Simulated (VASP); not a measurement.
# Si3AsF (Pm-3m) in VASP: single point with PBE

Aim: the single point of Si3AsF with PBE.

Program: VASP 6.6.1. These are calculated values, not measurements. Logs are shortened: lines on timing, memory, paths and dates and some standing lists are left out, and cuts for length are marked.

### 1 The cell of the first run

The structure is cubic, space group Pm-3m (No. 221). The conventional cell has a = 4.051 Å, b = 4.051 Å, c = 4.051 Å, α = 90.00°, β = 90.00°, γ = 90.00°. Within 2.7 Å of Si (site symmetry 4/mmm) lie 2 As at 2.03 Å. Within 2.7 Å of As (site symmetry m-3m) lie 6 Si at 2.03 Å. F (site symmetry m-3m) has 12 Si at 2.86 Å and 8 As at 3.51 Å within 3.8 Å.

### 2 Single point, PBE

The input, INCAR:

```
PREC = Accurate
ENCUT = 520
EDIFF = 1E-6
ISMEAR = 0
SIGMA = 0.1
LREAL = False
LASPH = True
NELM = 100
ALGO = Normal
ISIF = 2
LWAVE = False
LCHARG = False
GGA = PE
NBANDS = 20
```

The input, KPOINTS:

```
Automatic mesh
0
Gamma
  4 4 4
```

The input, POSCAR:

```
Si3AsF
1.0
    4.0505612700      0.0000000000      0.0000000000
    0.0000000000      4.0505612700      0.0000000000
    0.0000000000      0.0000000000      4.0505612700
Si As F
3 1 1
Direct
    0.5000000000      0.0000000000      0.0000000000
    0.0000000000      0.5000000000      0.0000000000
    0.0000000000      0.0000000000      0.5000000000
    0.0000000000      0.0000000000      0.0000000000
    0.5000000000      0.5000000000      0.5000000000
```

Potentials or basis: VASP PAW PBE potentials, release 64 (Si, As, F).

On the command line:

```bash
cat potpaw_PBE.64/Si/POTCAR potpaw_PBE.64/As/POTCAR potpaw_PBE.64/F/POTCAR > POTCAR
mpirun -np 1 vasp_std > vasp.out
```

OUTCAR:

```text
PREC = Accurate
   ENCUT = 520
   EDIFF = 1E-6
   ISMEAR = 0
   LREAL = False
   LASPH = True
   NELM = 100
   ISIF = 2
   GGA = PE

 ion  position               nearest neighbor table
   1  0.500  0.000  0.000-   4 2.03   4 2.03   2 2.86   3 2.86   2 2.86   2 2.86   3 2.86   3 2.86
                             3 2.86   2 2.86
   2  0.000  0.500  0.000-   4 2.03   4 2.03   1 2.86   3 2.86   1 2.86   3 2.86   3 2.86   3 2.86
                             1 2.86   1 2.86
   3  0.000  0.000  0.500-   4 2.03   4 2.03   1 2.86   1 2.86   2 2.86   2 2.86   2 2.86   2 2.86
                             1 2.86   1 2.86
   4  0.000  0.000  0.000-   1 2.03   2 2.03   3 2.03   3 2.03   2 2.03   1 2.03
   5  0.500  0.500  0.500-

  LATTYP: Found a simple cubic cell.
 ALAT       =     4.0505612700

  Lattice vectors:

 A1 = (   4.0505612700,   0.0000000000,   0.0000000000)
 A2 = (   0.0000000000,   4.0505612700,   0.0000000000)
 A3 = (   0.0000000000,   0.0000000000,   4.0505612700)

Analysis of symmetry for initial positions (statically):
=====================================================================
 Subroutine PRICEL returns:
 Original cell was already a primitive cell.

 Routine SETGRP: Setting up the symmetry group for a
 simple cubic supercell.

 Subroutine GETGRP returns: Found 48 space group operations
 (whereof 48 operations were pure point group operations)
 out of a pool of 48 trial point group operations.

The static configuration has the point symmetry O_h .

Analysis of symmetry for dynamics (positions and initial velocities):
=====================================================================
 Subroutine PRICEL returns:
 Original cell was already a primitive cell.

 Routine SETGRP: Setting up the symmetry group for a
 simple cubic supercell.

 Subroutine GETGRP returns: Found 48 space group operations
 (whereof 48 operations were pure point group operations)
 out of a pool of 48 trial point group operations.

The dynamic configuration has the point symmetry O_h .

 Subroutine INISYM returns: Found 48 space group operations
 (whereof 48 operations are pure point group operations),
 and found     1 'primitive' translations

----------------------------------------------------------------------------------------

                                     Primitive cell

  volume of cell :      66.4577
[... 79 lines left out ...]
   NELM   =    100;   NELMIN=  2; NELMDL= -5     # of ELM steps
   EDIFF  = 0.1E-05   stopping-criterion for ELM
   LREAL  =      F    real-space projection
   EDIFFG = 0.1E-04   stopping-criterion for IOM
   NSW    =      0    number of steps for IOM
   IBRION =     -1    ionic relax: 0-MD 1-quasi-New 2-CG
   NFREE  =      0    steps in history (QN), initial steepest desc. (CG)
   ISIF   =      2    stress and relaxation
   ISYM   =      2    0-nonsym 1-usesym 2-fastsym
   POTIM  = 0.5000    time-step for ionic-motion
   TEBEG  =    0.0;   TEEND  =   0.0 temperature during run
   PSTRESS=    0.0 pullay stress
   NELECT =      24.0000    total number of electrons
   NUPDOWN=      -1.0000    fix difference up-down
   EMIN   =  10.00;   EMAX   =-10.00  energy-range for DOS
   EFERMI =   0.00;   METHOD = LEGACY
   ISMEAR =     0;   SIGMA  =   0.10  broadening in eV -4-tet -1-fermi 0-gaus
   EFERMI_NEDOS =   21; number of points for ismear=-14 and -15
   IALGO  =     38    algorithm
   IMIX   =      4    mixing-type and parameters
     AMIX     =   0.40;   BMIX     =  1.00
     AMIX_MAG =   1.60;   BMIX_MAG =  1.00
  volume/ion in A,a.u.               =      13.29        89.70
  Fermi-wavevector in a.u.,A,eV,Ry     =   1.165816  2.203073 18.492047  1.359127
  Thomas-Fermi vector in A             =   2.302337
   LORBIT       =      0    0 simple, 1 ext, 2 COOP (PROOUT), +10 PAW based schemes
   GGA     = PE    functional components
   LHFCALC =     F    Hartree Fock is set to
   AEXX    =    0.0000 exact exchange contribution
   IVDW    =     0    specifies the selected vdW correction
   LEPSILON=     F    determine dielectric tensor
   LRPA    =     F    only Hartree local field effects (RPA)
 non-spin polarized calculation
 Gauss-broadening in eV      SIGMA  =   0.10
  energy-cutoff  :      520.00
  volume of cell :       66.46
 maximum number of plane-waves:      1803
   NGX = 15   NGY = 15   NGZ = 15

 number of electron      23.9999990 magnetization

 Free energy of the ion-electron system (eV)
  ---------------------------------------------------
  ext. energy  EPLUGINS =         0.00000000
  ---------------------------------------------------
  free energy    TOTEN  =       -11.38918413 eV

  energy without entropy =      -11.37821285  energy(sigma->0) =      -11.38369849

 E-fermi :   8.5066     XC(G=0): -11.0239

 val. band max:        8.4624016331   @ k =   0.5000   0.0000   0.0000
 cond. band min:       8.6859045794   @ k =   0.2500   0.2500   0.0000
 fundamental gap:      0.2235029463
 Fermi energy:         8.5065500771

 k-point     1 :       0.0000    0.0000    0.0000
  band No.  band energies     occupation
      1     -13.7498      2.00000
      2      -9.0880      2.00000
      3       0.0150      2.00000
      4       0.0150      2.00000
      5       0.0150      2.00000
      6       3.3485      2.00000
[... 219 lines left out ...]
     19      16.0889      0.00000
     20      16.0889      0.00000

------------------------ aborting loop because EDIFF is reached ----------------------------------------

  FORCE on cell =-STRESS in cart. coord.  units (eV):
  Direction    XX          YY          ZZ          XY          YZ          ZX
  --------------------------------------------------------------------------------------
  -------------------------------------------------------------------------------------
  Total       32.9380250     32.9380250     32.9380250      0.0000000      0.0000000     -0.0000000
  in kB      794.0768210    794.0768210    794.0768210      0.0000000      0.0000000     -0.0000000
  external PRESSURE =     794.0768210 kB  Pullay stress =       0.0000000 kB

 VOLUME and BASIS-vectors are now :
 -----------------------------------------------------------------------------
  energy-cutoff  :      520.00
  volume of cell :       66.46
      direct lattice vectors                 reciprocal lattice vectors
     4.050561270  0.000000000  0.000000000     0.246879366  0.000000000  0.000000000
     0.000000000  4.050561270  0.000000000     0.000000000  0.246879366  0.000000000
     0.000000000  0.000000000  4.050561270     0.000000000  0.000000000  0.246879366

 POSITION                                       TOTAL-FORCE (eV/Angst)
 -----------------------------------------------------------------------------------
      2.02528      0.00000      0.00000         0.000000      0.000000      0.000000
      0.00000      2.02528      0.00000         0.000000      0.000000      0.000000
      0.00000      0.00000      2.02528         0.000000      0.000000      0.000000
      0.00000      0.00000      0.00000         0.000000      0.000000      0.000000
      2.02528      2.02528      2.02528         0.000000      0.000000      0.000000
 -----------------------------------------------------------------------------------
    total drift:                                0.000000      0.000000      0.000000

  FREE ENERGIE OF THE ION-ELECTRON SYSTEM (eV)
  ---------------------------------------------------
  free  energy   TOTEN  =       -11.3891841266 eV

  energy  without entropy=      -11.3782128508  energy(sigma->0) =      -11.38369849
```

OSZICAR:

```text
N       E                     dE             d eps       ncg     rms          rms(c)
DAV:   1     0.874881948685E+02    0.87488E+02   -0.11387E+04   400   0.108E+03
DAV:   2    -0.818364230076E+01   -0.95672E+02   -0.92287E+02   508   0.195E+02
DAV:   3    -0.128682413924E+02   -0.46846E+01   -0.46455E+01   492   0.403E+01
DAV:   4    -0.129024224468E+02   -0.34181E-01   -0.34167E-01   472   0.407E+00
DAV:   5    -0.129026958374E+02   -0.27339E-03   -0.27338E-03   464   0.356E-01    0.120E+01
DAV:   6    -0.116208875099E+02    0.12818E+01   -0.40588E+00   424   0.145E+01    0.698E+00
DAV:   7    -0.114545641789E+02    0.16632E+00   -0.83249E-01   436   0.628E+00    0.422E+00
DAV:   8    -0.113930754672E+02    0.61489E-01   -0.14654E-01   416   0.238E+00    0.791E-01
DAV:   9    -0.113892703782E+02    0.38051E-02   -0.19077E-02   424   0.792E-01    0.239E-01
DAV:  10    -0.113891593690E+02    0.11101E-03   -0.17276E-03   456   0.277E-01    0.960E-02
DAV:  11    -0.113891722438E+02   -0.12875E-04   -0.67656E-05   436   0.508E-02    0.384E-02
DAV:  12    -0.113891842143E+02   -0.11970E-04   -0.16312E-05   424   0.281E-02    0.268E-03
DAV:  13    -0.113891841266E+02    0.87626E-07   -0.49036E-07   244   0.412E-03
   1 F= -.11389184E+02 E0= -.11383698E+02  d E =-.109713E-01
```

Run time: 5.9 s. Hardware: 1 thread of Intel Xeon 6975P-C (Granite Rapids), shared host; peak memory 0.16 GiB.

Results:

* Free energy: -11.3892 eV
* Pressure: 79.4 GPa
* Band gap on the k mesh: zero (band 12 reaches 11.79 eV, above the bottom of band 13 at 7.54 eV)

Caveat: the k points lie up to 0.39 Å⁻¹ apart.
